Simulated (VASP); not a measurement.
# Ga3Se (Pm-3m) in VASP: further runs

Aim: see how the results for Ga3Se move with the level of theory and the settings. Levels: PBEsol, revPBE. Tasks: single point, relaxation of cell and atoms.

Everything below comes from runs of VASP 6.6.1. Logs are shortened: lines on timing, memory, paths and dates and some standing lists are left out, and cuts for length are marked.

### Step 1. The cell of the first run

It takes space group Pm-3m (No. 221, cubic). The conventional cell has a = 4.432 Å, b = 4.432 Å, c = 4.432 Å, α = 90.00°, β = 90.00°, γ = 90.00°. Within 4.1 Å of Se (site symmetry m-3m) lie 12 Ga at 3.13 Å. Within 4.1 Å of Ga (site symmetry 4/mmm) lie 4 Se at 3.13 Å and 8 Ga at 3.13 Å.

### Step 2. Single point, PBEsol

The input, INCAR:

```
SYSTEM = Ga3Se
PREC = Accurate
ENCUT = 520
EDIFF = 1E-6
ISMEAR = -1
SIGMA = 0.03
LREAL = .FALSE.
LASPH = .TRUE.
NELM = 60
ALGO = Normal
ISIF = 2
LWAVE = .FALSE.
LCHARG = .FALSE.
GGA = PS
NBANDS = 30
```

The input, KPOINTS:

```
Automatic mesh
0
G
  4 4 4
  0 0 0
```

The input, POSCAR:

```
Ga3Se
1.0
    4.4324650000      0.0000000000      0.0000000000
    0.0000000000      4.4324650000      0.0000000000
    0.0000000000      0.0000000000      4.4324650000
Se Ga
1 3
Direct
    0.0000000000      0.0000000000      0.0000000000
    0.5000000000      0.5000000000      0.0000000000
    0.5000000000      0.0000000000      0.5000000000
    0.0000000000      0.5000000000      0.5000000000
```

Potentials or basis: VASP PAW PBE potentials, release 64 (Se, Ga_d).

On the command line:

```console
$ cat potpaw_PBE.64/Se/POTCAR potpaw_PBE.64/Ga_d/POTCAR > POTCAR
$ mpirun -np 1 vasp_std > vasp.out
```

OUTCAR:

```text
SYSTEM = Ga3Se
   PREC = Accurate
   ENCUT = 520
   EDIFF = 1E-6
   ISMEAR = -1
   LREAL = .FALSE.
   LASPH = .TRUE.
   NELM = 60
   ISIF = 2
   GGA = PS

 ion  position               nearest neighbor table
   1  0.000  0.000  0.000-
   2  0.500  0.500  0.000-
   3  0.500  0.000  0.500-
   4  0.000  0.500  0.500-

  LATTYP: Found a simple cubic cell.
 ALAT       =     4.4324650000

  Lattice vectors:

 A1 = (   4.4324650000,   0.0000000000,   0.0000000000)
 A2 = (   0.0000000000,   4.4324650000,   0.0000000000)
 A3 = (   0.0000000000,   0.0000000000,   4.4324650000)

Analysis of symmetry for initial positions (statically):
=====================================================================
 Subroutine PRICEL returns:
 Original cell was already a primitive cell.

 Routine SETGRP: Setting up the symmetry group for a
 simple cubic supercell.

 Subroutine GETGRP returns: Found 48 space group operations
 (whereof 48 operations were pure point group operations)
 out of a pool of 48 trial point group operations.

The static configuration has the point symmetry O_h .

Analysis of symmetry for dynamics (positions and initial velocities):
=====================================================================
 Subroutine PRICEL returns:
 Original cell was already a primitive cell.

 Routine SETGRP: Setting up the symmetry group for a
 simple cubic supercell.

 Subroutine GETGRP returns: Found 48 space group operations
 (whereof 48 operations were pure point group operations)
 out of a pool of 48 trial point group operations.

The dynamic configuration has the point symmetry O_h .

 Subroutine INISYM returns: Found 48 space group operations
 (whereof 48 operations are pure point group operations),
 and found     1 'primitive' translations

----------------------------------------------------------------------------------------

                                     Primitive cell

  volume of cell :      87.0835

  direct lattice vectors                    reciprocal lattice vectors
     4.432465000  0.000000000  0.000000000     0.225608098  0.000000000  0.000000000
     0.000000000  4.432465000  0.000000000     0.000000000  0.225608098  0.000000000
     0.000000000  0.000000000  4.432465000     0.000000000  0.000000000  0.225608098

  length of vectors
     4.432465000  4.432465000  4.432465000     0.225608098  0.225608098  0.225608098

  position of ions in fractional coordinates (direct lattice)
     0.000000000  0.000000000  0.000000000
     0.500000000  0.500000000  0.000000000
     0.500000000  0.000000000  0.500000000
     0.000000000  0.500000000  0.500000000

  ion indices of the primitive-cell ions
   primitive index   ion index
                 1           1
                 2           2
                 3           3
                 4           4

----------------------------------------------------------------------------------------

 KPOINTS: Automatic mesh

Automatic generation of k-mesh.
 Grid dimensions read from file:
 generate k-points for:    4    4    4

 Generating k-lattice:

  Cartesian coordinates                     Fractional coordinates (reciprocal lattice)
     0.056402025  0.000000000  0.000000000     0.250000000  0.000000000  0.000000000
     0.000000000  0.056402025  0.000000000     0.000000000  0.250000000  0.000000000
     0.000000000  0.000000000  0.056402025     0.000000000  0.000000000  0.250000000

  Length of vectors
     0.056402025  0.056402025  0.056402025

  Shift w.r.t. Gamma in fractional coordinates (k-lattice)
     0.000000000  0.000000000  0.000000000

 Subroutine IBZKPT returns following result:
 ===========================================

 Found     10 irreducible k-points:

 Following reciprocal coordinates:
            Coordinates               Weight
  0.000000  0.000000  0.000000      1.000000
  0.250000  0.000000  0.000000      6.000000
  0.500000  0.000000  0.000000      3.000000
  0.250000  0.250000  0.000000     12.000000
  0.500000  0.250000  0.000000     12.000000
  0.500000  0.500000  0.000000      3.000000
  0.250000  0.250000  0.250000      8.000000
  0.500000  0.250000  0.250000     12.000000
  0.500000  0.500000  0.250000      6.000000
  0.500000  0.500000  0.500000      1.000000
   k-points           NKPTS =     10   k-points in BZ     NKDIM =     10   number of bands    NBANDS=     30
   number of dos      NEDOS =    301   number of ions     NIONS =      4
   total plane-waves  NPLWV =  46656
   dimension x,y,z NGX =    36 NGY =   36 NGZ =   36
   dimension x,y,z NGXF=    72 NGYF=   72 NGZF=   72
   ions per type =               1   3
   NGX,Y,Z   is equivalent  to a cutoff of  13.50, 13.50, 13.50 a.u.
   NGXF,Y,Z  is equivalent  to a cutoff of  27.00, 27.00, 27.00 a.u.
 SYSTEM =  Ga3Se
   PREC   = accura    normal or accurate (medium, high low for compatibility)
   ISTART =      0    job   : 0-new  1-cont  2-samecut
   ICHARG =      2    charge: 1-file 2-atom 10-const
   ISPIN  =      1    spin polarized calculation?
   LNONCOLLINEAR =      F non collinear calculations
   LSORBIT =      F    spin-orbit coupling
   LASPH  =      T    aspherical Exc in radial PAW
   ENCUT  =  520.0 eV  38.22 Ry    6.18 a.u.   8.24  8.24  8.24*2*pi/ulx,y,z
   NELM   =     60;   NELMIN=  2; NELMDL= -5     # of ELM steps
   EDIFF  = 0.1E-05   stopping-criterion for ELM
   LREAL  =      F    real-space projection
   EDIFFG = 0.1E-04   stopping-criterion for IOM
   NSW    =      0    number of steps for IOM
   IBRION =     -1    ionic relax: 0-MD 1-quasi-New 2-CG
   NFREE  =      0    steps in history (QN), initial steepest desc. (CG)
   ISIF   =      2    stress and relaxation
   ISYM   =      2    0-nonsym 1-usesym 2-fastsym
   POTIM  = 0.5000    time-step for ionic-motion
   TEBEG  =    0.0;   TEEND  =   0.0 temperature during run
   PSTRESS=    0.0 pullay stress
   NELECT =      45.0000    total number of electrons
   NUPDOWN=      -1.0000    fix difference up-down
   EMIN   =  10.00;   EMAX   =-10.00  energy-range for DOS
   EFERMI =   0.00;   METHOD = LEGACY
   ISMEAR =    -1;   SIGMA  =   0.03  broadening in eV -4-tet -1-fermi 0-gaus
   EFERMI_NEDOS =   21; number of points for ismear=-14 and -15
   IALGO  =     38    algorithm
   IMIX   =      4    mixing-type and parameters
     AMIX     =   0.40;   BMIX     =  1.00
     AMIX_MAG =   1.60;   BMIX_MAG =  1.00
  volume/ion in A,a.u.               =      21.77       146.92
  Fermi-wavevector in a.u.,A,eV,Ry     =   1.313713  2.482557 23.481488  1.725841
  Thomas-Fermi vector in A             =   2.444016
   LORBIT       =      0    0 simple, 1 ext, 2 COOP (PROOUT), +10 PAW based schemes
   GGA     = PS    functional components
   LHFCALC =     F    Hartree Fock is set to
   AEXX    =    0.0000 exact exchange contribution
   IVDW    =     0    specifies the selected vdW correction
   LEPSILON=     F    determine dielectric tensor
   LRPA    =     F    only Hartree local field effects (RPA)
 non-spin polarized calculation
  energy-cutoff  :      520.00
  volume of cell :       87.08
 maximum number of plane-waves:      2360
 NGX is ok and might be reduce to    36
   NGX = 17   NGY = 17   NGZ = 17

 number of electron      44.9999944 magnetization

 Free energy of the ion-electron system (eV)
  ---------------------------------------------------
  ext. energy  EPLUGINS =         0.00000000
  ---------------------------------------------------
  free energy    TOTEN  =       -13.88758303 eV

  energy without entropy =      -13.88033289  energy(sigma->0) =      -13.88395796

 E-fermi :   4.4967     XC(G=0): -10.4053

 val. band max:        4.4759655098   @ k =   0.5000   0.2500   0.2500
 cond. band min:       4.7175286202   @ k =   0.5000   0.2500   0.0000
 fundamental gap:      0.2415631104
 Fermi energy:         4.4966530918

 k-point     1 :       0.0000    0.0000    0.0000
  band No.  band energies     occupation
      1     -10.4979      2.00000
      2     -10.4765      2.00000
      3     -10.4765      2.00000
      4     -10.4765      2.00000
      5     -10.4239      2.00000
      6     -10.4239      2.00000
[... 22 lines left out ...]
     29      10.4426      0.00000
     30      11.5569      0.00000

 k-point     2 :       0.2500    0.0000    0.0000
  band No.  band energies     occupation
      1     -10.4702      2.00000
      2     -10.4622      2.00000
      3     -10.4467      2.00000
      4     -10.4467      2.00000
      5     -10.4195      2.00000
      6     -10.4030      2.00000
[... 22 lines left out ...]
     29      11.6098      0.00000
     30      11.8135      0.00000

 k-point     3 :       0.5000    0.0000    0.0000
  band No.  band energies     occupation
      1     -10.4631      2.00000
      2     -10.4227      2.00000
      3     -10.3955      2.00000
      4     -10.3915      2.00000
      5     -10.3915      2.00000
      6     -10.3717      2.00000
[... 22 lines left out ...]
     29       9.0268      0.00000
     30      10.6867      0.00000

 k-point     4 :       0.2500    0.2500    0.0000
  band No.  band energies     occupation
      1     -10.4505      2.00000
      2     -10.4504      2.00000
      3     -10.4305      2.00000
      4     -10.4212      2.00000
      5     -10.4084      2.00000
      6     -10.3883      2.00000
[... 22 lines left out ...]
     29       9.4604      0.00000
     30      10.1733      0.00000

 k-point     5 :       0.5000    0.2500    0.0000
  band No.  band energies     occupation
      1     -10.4362      2.00000
      2     -10.4180      2.00000
      3     -10.4142      2.00000
      4     -10.3988      2.00000
      5     -10.3837      2.00000
      6     -10.3786      2.00000
[... 22 lines left out ...]
     29       8.5825      0.00000
     30      10.9745      0.00000
[... 64 lines left out ...]
     29      10.3306      0.00000
     30      12.4746      0.00000

 k-point     8 :       0.5000    0.2500    0.2500
  band No.  band energies     occupation
      1     -10.4661      2.00000
      2     -10.4333      2.00000
      3     -10.4153      2.00000
      4     -10.4049      2.00000
      5     -10.3923      2.00000
      6     -10.3915      2.00000
[... 22 lines left out ...]
     29      10.7391      0.00000
     30      10.8806      0.00000

 k-point     9 :       0.5000    0.5000    0.2500
  band No.  band energies     occupation
      1     -10.4994      2.00000
      2     -10.4193      2.00000
      3     -10.4193      2.00000
      4     -10.4109      2.00000
      5     -10.3981      2.00000
      6     -10.3981      2.00000
[... 22 lines left out ...]
     29      10.8524      0.00000
     30      12.5047      0.00000

 k-point    10 :       0.5000    0.5000    0.5000
  band No.  band energies     occupation
      1     -10.5453      2.00000
      2     -10.4246      2.00000
      3     -10.4246      2.00000
      4     -10.4246      2.00000
      5     -10.4140      2.00000
      6     -10.4140      2.00000
[... 22 lines left out ...]
     29      13.0359      0.00000
     30      13.0359      0.00000

------------------------ aborting loop because EDIFF is reached ----------------------------------------

  FORCE on cell =-STRESS in cart. coord.  units (eV):
  Direction    XX          YY          ZZ          XY          YZ          ZX
  --------------------------------------------------------------------------------------
  -------------------------------------------------------------------------------------
  Total       -1.6658718     -1.6658718     -1.6658718     -0.0000000     -0.0000000      0.0000000
  in kB      -30.6489941    -30.6489941    -30.6489941     -0.0000000     -0.0000000      0.0000000
  external PRESSURE =     -30.6489941 kB  Pullay stress =       0.0000000 kB

 VOLUME and BASIS-vectors are now :
 -----------------------------------------------------------------------------
  energy-cutoff  :      520.00
  volume of cell :       87.08
      direct lattice vectors                 reciprocal lattice vectors
     4.432465000  0.000000000  0.000000000     0.225608098  0.000000000  0.000000000
     0.000000000  4.432465000  0.000000000     0.000000000  0.225608098  0.000000000
     0.000000000  0.000000000  4.432465000     0.000000000  0.000000000  0.225608098

 POSITION                                       TOTAL-FORCE (eV/Angst)
 -----------------------------------------------------------------------------------
      0.00000      0.00000      0.00000         0.000000      0.000000      0.000000
      2.21623      2.21623      0.00000         0.000000      0.000000      0.000000
      2.21623      0.00000      2.21623         0.000000      0.000000      0.000000
      0.00000      2.21623      2.21623         0.000000      0.000000      0.000000
 -----------------------------------------------------------------------------------
    total drift:                                0.000000      0.000000      0.000000

  FREE ENERGIE OF THE ION-ELECTRON SYSTEM (eV)
  ---------------------------------------------------
  free  energy   TOTEN  =       -13.8875830336 eV

  energy  without entropy=      -13.8803328852  energy(sigma->0) =      -13.88395796
```

It took 11 s on 1 thread of Intel Xeon 6975P-C (Granite Rapids), shared host; peak memory 0.2 GiB.

Results:

| Property | Result |
| --- | --- |
| Free energy | -13.8876 eV |
| Pressure | -3.1 GPa |
| Band gap on the k mesh | zero (an odd number of electrons rules out a gap without spin polarisation) |

Levels at points of the mesh, in eV from the Fermi level:
```
           k point  band 20  band 21  band 22  band 23  band 24  band 25  band 26  band 27
(0.00, 0.00, 0.00)    -3.72    -2.87    -2.87     1.60     1.60     1.60     4.37     4.37
(0.50, 0.00, 0.00)    -2.77    -2.19    -1.03    -0.29    -0.29     1.13     3.97     4.16
(0.50, 0.50, 0.00)    -2.12    -0.83    -0.70    -0.70     1.33     1.63     1.63     1.83
(0.50, 0.50, 0.50)    -4.87    -4.87    -4.87    -3.52     3.98     3.98     3.98     8.49
```

Caveat: the cell stands under tension; the PAW data sets were made with another functional, which shifts forces and pressure a little.

### Step 3. Relaxation of cell and atoms, revPBE

The input, INCAR:

```
SYSTEM = Ga3Se
  PREC = Accurate
  ENCUT = 600
  EDIFF = 1E-6
  ISMEAR = -1
  SIGMA = 0.05
  LREAL = .FALSE.
  LASPH = .TRUE.
  NELM = 80
  ALGO = Normal
  ISIF = 3
  LWAVE = .FALSE.
  LCHARG = .FALSE.
  GGA = RE
  IBRION = 2
  NSW = 60
  EDIFFG = -0.01
```

The input, KPOINTS:

```
Automatic mesh
0
G
  6 6 6
  0 0 0
```

POSCAR is that of step 2.

Potentials or basis: VASP PAW PBE potentials, release 64 (Se, Ga_d).

On the command line:

```console
$ cat potpaw_PBE.64/Se/POTCAR potpaw_PBE.64/Ga_d/POTCAR > POTCAR
$ mpirun -np 1 vasp_std > vasp.out
```

Run time: 1.9 min. Hardware: 1 thread of Intel Xeon Platinum 8488C (Sapphire Rapids), shared host; peak memory 0.24 GiB.

The run converged. Its results:

| Item | Value |
| --- | --- |
| Free energy | -11.2627 eV |
| Relaxed volume | 22.18 Å³/atom |
| Relaxed cell | a = 4.460 Å, b = 4.460 Å, c = 4.460 Å, α = 90.00°, β = 90.00°, γ = 90.00° |
| Space group after relaxing (to 0.1 Å) | Pm-3m (No. 221) |
| Energy gained by relaxing | 0.7 meV/atom |
| Ionic steps | 4 |
| Pressure after relaxing | 0.0 GPa |
| Band gap on the k mesh | zero (an odd number of electrons rules out a gap without spin polarisation) |

The path:
| step | energy change (eV) | largest force (eV/Å) | pressure (GPa) | volume (Å³) |
| --- | --- | --- | --- | --- |
| 1 | 0.0000 | 0.0000 | 0.67 | 87.08 |
| 2 | -0.0027 | 0.0000 | 0.08 | 88.24 |
| 3 | -0.0028 | 0.0000 | 0.08 | 88.40 |
| 4 | -0.0029 | 0.0000 | -0.05 | 88.72 |

Final structure:
```
CELL_PARAMETERS angstrom
4.45999 0.00000 0.00000
0.00000 4.45999 0.00000
0.00000 0.00000 4.45999
ATOMIC_POSITIONS crystal
Se 0.00000 0.00000 0.00000
Ga 0.50000 0.50000 0.00000
Ga 0.50000 0.00000 0.50000
Ga 0.00000 0.50000 0.50000
```

Levels at points of the mesh, in eV from the Fermi level:
```
           k point  band 20  band 21  band 22  band 23  band 24  band 25  band 26  band 27
(0.00, 0.00, 0.00)    -3.66    -2.84    -2.84     1.57     1.57     1.57     4.37     4.37
(0.50, 0.00, 0.00)    -2.75    -2.19    -1.06    -0.24    -0.24     1.22     3.89     4.12
(0.50, 0.50, 0.00)    -2.14    -0.76    -0.74    -0.74     1.31     1.67     1.67     1.83
(0.50, 0.50, 0.50)    -4.77    -4.77    -4.77    -3.44     3.88     3.88     3.88     8.39
```

Caveat: the PAW data sets were made with another functional, which shifts forces and pressure a little.

The gap in the log of VASP goes by the Fermi energy; the results here count the filled bands.